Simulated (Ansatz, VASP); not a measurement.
## One calculation of Li2O, two programs

```
Li O
1.0
     0.00000    2.28637    2.28637
     2.28637    0.00000    2.28637
     2.28637    2.28637    0.00000
Li O
2 1
Direct
  0.25000 0.25000 0.25000
  0.75000 0.75000 0.75000
  0.00000 0.00000 0.00000
```

Alike in both runs: task single point; functional r2SCAN; k mesh 4 × 4 × 4; no spin polarisation.

|  | VASP | Ansatz |
| --- | --- | --- |
| version | VASP 6.6.1 | Ansatz 0.2.0 |
| potentials or method | VASP PAW PBE potentials, release 64 (Li_sv, O) | plane waves, PAW |
| plane-wave cutoff (eV) | 830 | 500 |
| occupations | gaussian, width 0.01 eV | fixed |
| valence electrons in the cell | 12 | 12 |

|  | VASP | Ansatz | Ansatz less VASP |
| --- | --- | --- | --- |
| gap on the k mesh at the Fermi level (eV) | 5.73 | 5.76 | +0.036 |

VASP's potentials were made for PBE, not for r2SCAN.

The k mesh is coarse, so the values compare programs but aren't converged.
